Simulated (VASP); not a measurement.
A run of VASP 6.6.1 is set up as follows.

Contents of INCAR:

```
GGA = CA ; LSORBIT = T
MAGMOM = 0 0 0 ; LORBIT = 11
ISMEAR = 1 ; SIGMA = 0.05
LWAVE = F ; LCHARG = F
ISIF = 2 ; PREC = Accurate
LASPH = T ; LREAL = F
ALGO = Normal ; EDIFF = 1E-6
NELM = 200 ; GGA_COMPAT = F
ENCUT = 510 ; LMAXMIX = 4
ADDGRID = F
```

File KPOINTS:

```
Automatic mesh
0
Gamma
  20 20 20
  0 0 0
```

File POSCAR:

```
Zr
1.0
   -1.8100000000      1.8100000000      1.8371500000
    1.8100000000     -1.8100000000      1.8371500000
    1.8100000000      1.8100000000     -1.8371500000
Zr
1
Direct
    0.0000000000      0.0000000000      0.0000000000
```

Potentials or basis: VASP PAW LDA potentials, release 64 (Zr_sv).

Command:

```console
$ cat potpaw_LDA.64/Zr_sv/POTCAR > POTCAR
$ mpirun -np 1 vasp_ncl > vasp.out
```

(1) Estimate the pressure.

(2) Predict the net moment.

Answers

(1) -10.6 GPa.

(2) 0.00 μB per cell.

Caveat: the cell differs from its parent crystal (cell strained by +1.5% along z); the cell stands under tension.
